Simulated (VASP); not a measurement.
NaCaBr3: single point with PBE

The system is NaCaBr3.

```xyz
5
Lattice="5.7907 0.0000 0.0000 0.0000 5.7907 0.0000 0.0000 0.0000 5.7907" Properties=species:S:1:pos:R:3 pbc="T T T"
Na    0.0000    0.0000    0.0000
Ca    2.8953    2.8953    2.8953
Br    2.8953    2.8953    0.0000
Br    2.8953    0.0000    2.8953
Br    0.0000    2.8953    2.8953
```

```yaml
Program: VASP 6.6.1
Task: single point
Functional: PBE
Potentials_or_basis: VASP PAW PBE potentials, release 64 (Na_pv, Ca_sv, Br)
Cutoff: 520 eV
k_mesh: 4 × 4 × 4
Occupations: gaussian, width 0.01 eV
Spin: no spin polarisation
```

* Pressure: -1.0 GPa
* Band gap on the k mesh: 3.03 eV (least direct gap 3.35 eV)

Levels at points of the mesh, in eV from the valence-band top:
```csv
k point,band 15,band 16,band 17,band 18,band 19,band 20,band 21,band 22,band 23,band 24
"(0.00, 0.00, 0.00)",-0.51,-0.51,-0.32,-0.32,-0.32,3.03,4.84,4.84,4.84,5.85
"(0.50, 0.00, 0.00)",-0.85,-0.85,-0.62,-0.38,-0.38,4.43,4.92,5.11,5.70,5.70
"(0.50, 0.50, 0.00)",-0.86,-0.86,-0.83,-0.83,-0.01,4.64,5.78,5.78,5.82,6.33
"(0.50, 0.50, 0.50)",-1.33,-1.33,0.00,0.00,0.00,3.87,6.35,6.35,6.35,6.79
```

Wall time 31 s on 1 thread of AMD EPYC 9R45 96-Core Processor (Zen 5) (shared host), peak memory 0.31 GiB.

A k mesh can miss the band edges.
